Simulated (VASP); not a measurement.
# Na (Pm-3m) in VASP: further runs

The runs below take Na through single point, relaxation of cell and atoms, with PBEsol.

All numbers are computed with VASP 6.6.1; they aren't measurements. Logs are shortened: lines on timing, memory, paths and dates and some standing lists are left out, and cuts for length are marked.

## 1. The cell of the first run

It takes space group Pm-3m (No. 221, cubic). The conventional cell has a = 2.640 Å, b = 2.640 Å, c = 2.640 Å, α = 90.00°, β = 90.00°, γ = 90.00°. Na (site symmetry m-3m) has 6 Na at 2.64 Å within 3.5 Å.

This isn't the form of Na at room conditions, which is bcc.

## 2. Single point, PBEsol

Input file INCAR:

```
SYSTEM = Na
  PREC = Accurate
  ENCUT = 500
  EDIFF = 1E-6
  ISMEAR = -1
  SIGMA = 0.1
  LREAL = .FALSE.
  LASPH = .TRUE.
  NELM = 120
  ALGO = Normal
  ISIF = 2
  LWAVE = .FALSE.
  LCHARG = .FALSE.
  GGA = PS
  NBANDS = 10
  GGA_COMPAT = .FALSE.
```

Input file KPOINTS:

```
regular mesh
0
G
  14 14 14
  0 0 0
```

Input file POSCAR:

```
Na
1.0
    2.6403530082      0.0000000000      0.0000000000
    0.0000000000      2.6403530082      0.0000000000
    0.0000000000      0.0000000000      2.6403530082
Na
1
Direct
    0.0000000000      0.0000000000      0.0000000000
```

Potentials or basis: VASP PAW PBE potentials, release 64 (Na_pv).

On the command line:

```console
$ cat potpaw_PBE.64/Na_pv/POTCAR > POTCAR
$ mpirun -np 1 vasp_std > vasp.out
```

OUTCAR:

```text
SYSTEM = Na
   PREC = Accurate
   ENCUT = 500
   EDIFF = 1E-6
   ISMEAR = -1
   LREAL = .FALSE.
   LASPH = .TRUE.
   NELM = 120
   ISIF = 2
   GGA = PS

 ion  position               nearest neighbor table
   1  0.000  0.000  0.000-

  LATTYP: Found a simple cubic cell.
 ALAT       =     2.6403530082

  Lattice vectors:

 A1 = (   2.6403530082,   0.0000000000,   0.0000000000)
 A2 = (   0.0000000000,   2.6403530082,   0.0000000000)
 A3 = (   0.0000000000,   0.0000000000,   2.6403530082)

Analysis of symmetry for initial positions (statically):
=====================================================================
 Subroutine PRICEL returns:
 Original cell was already a primitive cell.

 Routine SETGRP: Setting up the symmetry group for a
 simple cubic supercell.

 Subroutine GETGRP returns: Found 48 space group operations
 (whereof 48 operations were pure point group operations)
 out of a pool of 48 trial point group operations.

The static configuration has the point symmetry O_h .

Analysis of symmetry for dynamics (positions and initial velocities):
=====================================================================
 Subroutine PRICEL returns:
 Original cell was already a primitive cell.

 Routine SETGRP: Setting up the symmetry group for a
 simple cubic supercell.

 Subroutine GETGRP returns: Found 48 space group operations
 (whereof 48 operations were pure point group operations)
 out of a pool of 48 trial point group operations.

The dynamic configuration has the point symmetry O_h .

 Subroutine INISYM returns: Found 48 space group operations
 (whereof 48 operations are pure point group operations),
 and found     1 'primitive' translations

----------------------------------------------------------------------------------------

                                     Primitive cell

  volume of cell :      18.4071

  direct lattice vectors                    reciprocal lattice vectors
     2.640353008  0.000000000  0.000000000     0.378737236  0.000000000  0.000000000
     0.000000000  2.640353008  0.000000000     0.000000000  0.378737236  0.000000000
     0.000000000  0.000000000  2.640353008     0.000000000  0.000000000  0.378737236

  length of vectors
     2.640353008  2.640353008  2.640353008     0.378737236  0.378737236  0.378737236

  position of ions in fractional coordinates (direct lattice)
     0.000000000  0.000000000  0.000000000

  ion indices of the primitive-cell ions
[... 77 lines left out ...]
   NSW    =      0    number of steps for IOM
   IBRION =     -1    ionic relax: 0-MD 1-quasi-New 2-CG
   NFREE  =      0    steps in history (QN), initial steepest desc. (CG)
   ISIF   =      2    stress and relaxation
   ISYM   =      2    0-nonsym 1-usesym 2-fastsym
   POTIM  = 0.5000    time-step for ionic-motion
   TEBEG  =    0.0;   TEEND  =   0.0 temperature during run
   PSTRESS=    0.0 pullay stress
   NELECT =       7.0000    total number of electrons
   NUPDOWN=      -1.0000    fix difference up-down
   EMIN   =  10.00;   EMAX   =-10.00  energy-range for DOS
   EFERMI =   0.00;   METHOD = LEGACY
   ISMEAR =    -1;   SIGMA  =   0.10  broadening in eV -4-tet -1-fermi 0-gaus
   EFERMI_NEDOS =   21; number of points for ismear=-14 and -15
   IALGO  =     38    algorithm
   IMIX   =      4    mixing-type and parameters
     AMIX     =   0.40;   BMIX     =  1.00
     AMIX_MAG =   1.60;   BMIX_MAG =  1.00
  volume/ion in A,a.u.               =      18.41       124.22
  Fermi-wavevector in a.u.,A,eV,Ry     =   1.186075  2.241357 19.140324  1.406774
  Thomas-Fermi vector in A             =   2.322255
   LORBIT       =      0    0 simple, 1 ext, 2 COOP (PROOUT), +10 PAW based schemes
   GGA     = PS    functional components
   LHFCALC =     F    Hartree Fock is set to
   AEXX    =    0.0000 exact exchange contribution
   IVDW    =     0    specifies the selected vdW correction
   LEPSILON=     F    determine dielectric tensor
   LRPA    =     F    only Hartree local field effects (RPA)
 non-spin polarized calculation
  energy-cutoff  :      500.00
  volume of cell :       18.41
 maximum number of plane-waves:       480
 NGX is ok and might be reduce to    20
   NGX =  9   NGY =  9   NGZ =  9

 number of electron       7.0000000 magnetization

 Free energy of the ion-electron system (eV)
  ---------------------------------------------------
  ext. energy  EPLUGINS =         0.00000000
  ---------------------------------------------------
  free energy    TOTEN  =        -0.61979424 eV

  energy without entropy =       -0.60976765  energy(sigma->0) =       -0.61478094

 E-fermi :   3.3078     XC(G=0):  -8.7144

 val. band max:        3.2469873291   @ k =   0.5000   0.0714   0.0714
 cond. band min:       3.4203894892   @ k =   0.5000   0.1429   0.0000
 fundamental gap:      0.1734021601
 Fermi energy:         3.3078364952

 k-point     1 :       0.0000    0.0000    0.0000
  band No.  band energies     occupation
      1     -21.7357      2.00000
      2     -21.7357      2.00000
      3     -21.7357      2.00000
      4      -1.7423      2.00000
      5      15.2171      0.00000
      6      15.2171      0.00000
      7      19.2854      0.00000
      8      19.2854      0.00000
      9      19.2854      0.00000
     10      25.0821      0.00000
[... 287 lines left out ...]
 k-point    24 :       0.3571    0.2143    0.0000
  band No.  band energies     occupation
      1     -22.0878      2.00000
      2     -21.8722      2.00000
      3     -21.6874      2.00000
      4       2.0258      1.99999
      5       7.9196      0.00000
      6      13.2057      0.00000
      7      18.2823      0.00000
      8      21.4347      0.00000
      9      23.0895      0.00000
     10      26.5280      0.00000

 [... further k-points ...]

------------------------ aborting loop because EDIFF is reached ----------------------------------------

  FORCE on cell =-STRESS in cart. coord.  units (eV):
  Direction    XX          YY          ZZ          XY          YZ          ZX
  --------------------------------------------------------------------------------------
  -------------------------------------------------------------------------------------
  Total        2.1651684      2.1651684      2.1651684      0.0000000     -0.0000000      0.0000000
  in kB      188.4587360    188.4587360    188.4587360      0.0000000     -0.0000000      0.0000000
  external PRESSURE =     188.4587360 kB  Pullay stress =       0.0000000 kB

 VOLUME and BASIS-vectors are now :
 -----------------------------------------------------------------------------
  energy-cutoff  :      500.00
  volume of cell :       18.41
      direct lattice vectors                 reciprocal lattice vectors
     2.640353008  0.000000000  0.000000000     0.378737236  0.000000000  0.000000000
     0.000000000  2.640353008  0.000000000     0.000000000  0.378737236  0.000000000
     0.000000000  0.000000000  2.640353008     0.000000000  0.000000000  0.378737236

 POSITION                                       TOTAL-FORCE (eV/Angst)
 -----------------------------------------------------------------------------------
      0.00000      0.00000      0.00000         0.000000      0.000000      0.000000
 -----------------------------------------------------------------------------------
    total drift:                               -0.000000      0.000000      0.000000

  FREE ENERGIE OF THE ION-ELECTRON SYSTEM (eV)
  ---------------------------------------------------
  free  energy   TOTEN  =        -0.6197942442 eV

  energy  without entropy=       -0.6097676458  energy(sigma->0) =       -0.61478094
```

stdout:

```text
POSCAR found type information on POSCAR Na
 POSCAR found :  1 types and       1 ions
 scaLAPACK will be used
 -----------------------------------------------------------------------------
|                                                                             |
|                                                                             |
|     You enforced a specific xc type in the INCAR file but a different       |
|     I HOPE YOU KNOW WHAT YOU ARE DOING!                                     |
|                                                                             |
 -----------------------------------------------------------------------------

 LDA part: xc-table for (Slater+PW92), standard interpolation
 POSCAR, INCAR and KPOINTS ok, starting setup
 FFT: planning ... GRIDC
 FFT: planning ... GRID_SOFT
 FFT: planning ... GRID
 WAVECAR not read
 entering main loop
```

Wall time 6.2 s (1 thread of Intel Xeon Platinum 8488C (Sapphire Rapids), shared host); peak memory 0.13 GiB.

Results:

* Free energy: -0.6198 eV
* Pressure: 18.8 GPa
* Band gap on the k mesh: zero (an odd number of electrons rules out a gap without spin polarisation)

Levels at points of the mesh, in eV from the Fermi level:
| k point | band 1 | band 2 | band 3 | band 4 | band 5 | band 6 |
| --- | --- | --- | --- | --- | --- | --- |
| (0.00, 0.00, 0.00) | -25.04 | -25.04 | -25.04 | -5.05 | 11.91 | 11.91 |
| (0.50, 0.00, 0.00) | -25.51 | -25.00 | -25.00 | -0.23 | 1.09 | 15.69 |
| (0.50, 0.50, 0.00) | -25.42 | -25.42 | -24.96 | 3.45 | 5.16 | 5.16 |
| (0.50, 0.50, 0.50) | -25.35 | -25.35 | -25.35 | 7.91 | 7.91 | 7.91 |

Caveat: the cell stands under pressure; the PAW data sets were made with another functional, which shifts forces and pressure a little.

## 3. Single point, PBEsol

Input file INCAR:

```
PREC = Accurate
ENCUT = 500
EDIFF = 1E-6
ISMEAR = -1
SIGMA = 0.1
LREAL = False
LASPH = True
NELM = 120
ALGO = Normal
ISIF = 2
LWAVE = False
LCHARG = False
GGA = PS
NBANDS = 10
GGA_COMPAT = False
```

Input file KPOINTS:

```
regular mesh
0
Gamma
  14 14 14
```

POSCAR is that of step 2.

Potentials or basis: VASP PAW PBE potentials, release 64 (Na_pv).

On the command line:

```console
$ cat potpaw_PBE.64/Na_pv/POTCAR > POTCAR
$ mpirun -np 1 vasp_std > vasp.out
```

Run time: 6.1 s. Hardware: 1 thread of Intel Xeon Platinum 8488C (Sapphire Rapids), shared host; peak memory 0.12 GiB.

The run converged. Its results:

```
Free energy            : -0.6198 eV
Pressure               : 18.8 GPa
Band gap on the k mesh : zero (an odd number of electrons rules out a gap without spin polarisation)
```

Levels at points of the mesh, in eV from the Fermi level:
```csv
k point,band 1,band 2,band 3,band 4,band 5,band 6,band 7,band 8
"(0.00, 0.00, 0.00)",-25.04,-25.04,-25.04,-5.05,11.91,11.91,15.98,15.98
"(0.50, 0.00, 0.00)",-25.51,-25.00,-25.00,-0.23,1.09,15.69,17.95,17.95
"(0.50, 0.50, 0.00)",-25.42,-25.42,-24.96,3.45,5.16,5.16,8.19,21.80
"(0.50, 0.50, 0.50)",-25.35,-25.35,-25.35,7.91,7.91,7.91,9.89,10.95
```

Caveat: the cell stands under pressure; the PAW data sets were made with another functional, which shifts forces and pressure a little.

## 4. Relaxation of cell and atoms, PBEsol, target pressure 19 GPa, at which the enthalpy is minimised

Input file INCAR:

```
PREC = Accurate ; ENCUT = 500
EDIFF = 1E-7 ; ISMEAR = -1
SIGMA = 0.1 ; LREAL = False
LASPH = True ; NELM = 120
ALGO = Normal ; ISIF = 3
LWAVE = False ; LCHARG = False
GGA = PS ; IBRION = 2
NSW = 32 ; EDIFFG = -0.005
PSTRESS = 190.0 ; GGA_COMPAT = False
NELMIN = 4
```

Input file KPOINTS:

```
Automatic mesh
0
Gamma
  14 14 14
```

POSCAR is that of step 3.

Potentials or basis: VASP PAW PBE potentials, release 64 (Na_pv).

On the command line:

```console
$ cat potpaw_PBE.64/Na_pv/POTCAR > POTCAR
$ mpirun -np 1 vasp_std > vasp.out
```

OUTCAR:

```text
PREC = Accurate
   ENCUT = 500
   EDIFF = 1E-7
   ISMEAR = -1
   LREAL = False
   LASPH = True
   NELM = 120
   ISIF = 3
   GGA = PS
   IBRION = 2
   NSW = 32
   EDIFFG = -0.005
   PSTRESS = 190.0
   NELMIN = 4

 ion  position               nearest neighbor table
   1  0.000  0.000  0.000-

  LATTYP: Found a simple cubic cell.
 ALAT       =     2.6403530082

  Lattice vectors:

[... 472 lines left out ...]

------------------------ aborting loop because EDIFF is reached ----------------------------------------

  FORCE on cell =-STRESS in cart. coord.  units (eV):
  Direction    XX          YY          ZZ          XY          YZ          ZX
  --------------------------------------------------------------------------------------
  -------------------------------------------------------------------------------------
  Total        2.1827241      2.1827241      2.1827241      0.0000000      0.0000000     -0.0000000
  in kB      189.8356372    189.8356372    189.8356372      0.0000000      0.0000000     -0.0000000
  external PRESSURE =      -0.1643628 kB  Pullay stress =     190.0000000 kB

 VOLUME and BASIS-vectors are now :
 -----------------------------------------------------------------------------
  energy-cutoff  :      500.00
  volume of cell :       18.42
      direct lattice vectors                 reciprocal lattice vectors
     2.641053682 -0.000000000 -0.000000000     0.378636757  0.000000000 -0.000000000
    -0.000000000  2.641053682  0.000000000     0.000000000  0.378636757 -0.000000000
     0.000000000  0.000000000  2.641053682     0.000000000  0.000000000  0.378636757

 POSITION                                       TOTAL-FORCE (eV/Angst)
 -----------------------------------------------------------------------------------
      0.00000      0.00000      0.00000        -0.000000     -0.000000      0.000000
 -----------------------------------------------------------------------------------
    total drift:                               -0.000000      0.000000      0.000000

  FREE ENERGIE OF THE ION-ELECTRON SYSTEM (eV)
  ---------------------------------------------------
  free  energy   TOTEN  =        -0.6215335628 eV

  energy  without entropy=       -0.6115033691  energy(sigma->0) =       -0.61651847

  enthalpy is  TOTEN    =         1.5630803989 eV   P V=        2.1846139617

 reached required accuracy - stopping structural energy minimisation
```

OSZICAR:

```text
N       E                     dE             d eps       ncg     rms          rms(c)
DAV:   1     0.181595565055E+02    0.18160E+02   -0.42385E+03  1680   0.104E+03
DAV:   2    -0.433587017509E+00   -0.18593E+02   -0.18590E+02  1876   0.136E+02
DAV:   3    -0.638766161158E+00   -0.20518E+00   -0.20518E+00  2044   0.198E+01
DAV:   4    -0.639783152443E+00   -0.10170E-02   -0.10170E-02  2121   0.126E+00
DAV:   5    -0.639791195714E+00   -0.80433E-05   -0.80435E-05  2170   0.866E-02    0.584E-01
DAV:   6    -0.627230150014E+00    0.12561E-01   -0.81359E-03  2163   0.185E+00    0.344E-01
DAV:   7    -0.620001007158E+00    0.72291E-02   -0.84134E-03  2352   0.163E+00    0.624E-02
DAV:   8    -0.619793549567E+00    0.20746E-03   -0.53974E-04  1792   0.569E-01    0.317E-03
DAV:   9    -0.619794248379E+00   -0.69881E-06   -0.30177E-06  1939   0.275E-02    0.188E-03
DAV:  10    -0.619793746924E+00    0.50145E-06   -0.57956E-07  1855   0.147E-02    0.197E-04
DAV:  11    -0.619793817804E+00   -0.70880E-07   -0.77851E-09   959   0.182E-03
   1 F= 0.15630819E+01 E0= 0.15680954E+01  d E =0.156308E+01
       N       E                     dE             d eps       ncg     rms          rms(c)
DAV:   1    -0.621558290709E+00   -0.17645E-02   -0.81355E-04  1680   0.683E-01    0.342E-02
DAV:   2    -0.621539820647E+00    0.18470E-04   -0.22651E-05  1694   0.111E-01    0.172E-02
DAV:   3    -0.621533893631E+00    0.59270E-05   -0.10495E-05  1715   0.721E-02    0.180E-03
DAV:   4    -0.621533560316E+00    0.33331E-06   -0.40513E-07  1729   0.158E-02    0.157E-04
DAV:   5    -0.621533562819E+00   -0.25029E-08   -0.21717E-09   847   0.941E-04
   2 F= 0.15630804E+01 E0= 0.15680955E+01  d E =-.146621E-05
```

It took 7.2 s on 1 thread of Intel Xeon Platinum 8488C (Sapphire Rapids), shared host; peak memory 0.12 GiB.

What came out:

- Free energy: -0.6215 eV
- Relaxed volume: 18.42 Å³/atom
- Relaxed cell: a = 2.641 Å, b = 2.641 Å, c = 2.641 Å, α = 90.00°, β = 90.00°, γ = 90.00°
- Space group after relaxing (to 0.1 Å): Pm-3m (No. 221)
- Energy change on relaxing (the run minimises the enthalpy): -1.7 meV/atom
- Ionic steps: 2
- Pressure after relaxing: 19.0 GPa
- Band gap on the k mesh: zero (an odd number of electrons rules out a gap without spin polarisation)

The path:
```csv
step,energy change (eV),largest force (eV/Å),pressure (GPa),volume (Å³)
1,0.0000,0.0000,19.05,18.41
2,-0.0017,0.0000,18.98,18.42
```

Final structure:
```xyz
1
Lattice="2.6411 0.0000 0.0000 0.0000 2.6411 0.0000 0.0000 0.0000 2.6411" Properties=species:S:1:pos:R:3 pbc="T T T"
Na    0.0000    0.0000    0.0000
```

Levels at points of the mesh, in eV from the Fermi level:
| k point | band 1 | band 2 | band 3 | band 4 | band 5 | band 6 | band 7 |
| --- | --- | --- | --- | --- | --- | --- | --- |
| (0.00, 0.00, 0.00) | -25.04 | -25.04 | -25.04 | -5.05 | 11.91 | 11.91 | 15.97 |
| (0.50, 0.00, 0.00) | -25.51 | -25.00 | -25.00 | -0.23 | 1.08 | 15.68 | 17.94 |
| (0.50, 0.50, 0.00) | -25.42 | -25.42 | -24.96 | 3.45 | 5.16 | 5.16 | 8.19 |
| (0.50, 0.50, 0.50) | -25.35 | -25.35 | -25.35 | 7.91 | 7.91 | 7.91 | 9.89 |

Caveat: the cell is relaxed towards a set pressure, so the run minimises the enthalpy, not the energy; the PAW data sets were made with another functional, which shifts forces and pressure a little.

## 5. Relaxation of cell and atoms, PBEsol, target pressure 19 GPa, at which the enthalpy is minimised

This run uses another cell than the first one, of 18.86 Å³/atom.

Input file INCAR:

```
SYSTEM = Na
PREC = Accurate
ENCUT = 500
EDIFF = 1E-7
ISMEAR = -1
SIGMA = 0.1
LREAL = .FALSE.
LASPH = .TRUE.
NELM = 120
ALGO = Normal
ISIF = 3
LWAVE = .FALSE.
LCHARG = .FALSE.
GGA = PS
IBRION = 2
NSW = 60
EDIFFG = -0.005
PSTRESS = 190.0
GGA_COMPAT = .FALSE.
NELMIN = 4
```

Input file KPOINTS:

```
regular mesh
0
G
  14 14 14
  0 0 0
```

Input file POSCAR:

```
Na
1.0
    2.6617502897      0.0000000000      0.0000000000
    0.0000000000      2.6617502897      0.0000000000
    0.0000000000      0.0000000000      2.6617502897
Na
1
Direct
    0.0000000000      0.0000000000      0.0000000000
```

On the command line:

```console
$ cat potpaw_PBE.64/Na_pv/POTCAR > POTCAR
$ mpirun -np 1 vasp_std > vasp.out
```

Wall time 8.1 s (1 thread of Intel Xeon Platinum 8488C (Sapphire Rapids), shared host); peak memory 0.12 GiB.

Results (log left out):

- Free energy: -0.6205 eV
- Relaxed volume: 18.41 Å³/atom
- Relaxed cell: a = 2.641 Å, b = 2.641 Å, c = 2.641 Å, α = 90.00°, β = 90.00°, γ = 90.00°
- Space group after relaxing (to 0.1 Å): Pm-3m (No. 221)
- Energy change on relaxing (the run minimises the enthalpy): +50.9 meV/atom
- Ionic steps: 2
- Pressure after relaxing: 19.0 GPa
- Band gap on the k mesh: zero (an odd number of electrons rules out a gap without spin polarisation)

Step by step:
```csv
step,energy change (eV),largest force (eV/Å),pressure (GPa),volume (Å³)
1,0.0000,0.0000,17.60,18.86
2,0.0509,0.0000,19.03,18.41
```

Final structure:
```yaml
crystal:
  lattice:
    - [2.64061, 0.00000, 0.00000]
    - [0.00000, 2.64061, 0.00000]
    - [0.00000, 0.00000, 2.64061]
  atoms:
    - { symbol: Na, position: [0.00000, 0.00000, 0.00000] }
```

Levels at points of the mesh, in eV from the Fermi level:
```tsv
k point	band 1	band 2	band 3	band 4	band 5	band 6	band 7
(0.00, 0.00, 0.00)	-25.04	-25.04	-25.04	-5.05	11.91	11.91	15.97
(0.50, 0.00, 0.00)	-25.51	-25.00	-25.00	-0.23	1.09	15.69	17.95
(0.50, 0.50, 0.00)	-25.42	-25.42	-24.96	3.45	5.16	5.16	8.19
(0.50, 0.50, 0.50)	-25.35	-25.35	-25.35	7.91	7.91	7.91	9.89
```

Caveat: the cell is relaxed towards a set pressure, so the run minimises the enthalpy, not the energy; the PAW data sets were made with another functional, which shifts forces and pressure a little.

## 6. Overview

| task | cell | gap on the mesh (eV) | pressure (GPa) |
| --- | --- | --- | --- |
| single point | a = 2.640 Å, 1 atom | none | 18.8 |
| relaxation of cell and atoms | relaxed to 19 GPa from a = 2.640 Å, 1 atom | none | 19.0 |
| relaxation of cell and atoms | relaxed to 19 GPa from a = 2.662 Å, 1 atom | none | 19.0 |

Alike in all rows: level PBEsol; potentials or basis VASP PAW PBE potentials, release 64 (Na_pv); no spin polarisation; k mesh 14 × 14 × 14; cutoff (eV) 500; smearing fermi-dirac 0.1 eV.

Caveats: the PAW data sets were made with another functional, which shifts forces and pressure a little; the cell is relaxed towards a set pressure, so the run minimises the enthalpy, not the energy (at least some runs); the cell stands under pressure (at least some runs).

Total energies depend on the potentials used, so only differences within one code and one set of settings carry meaning.
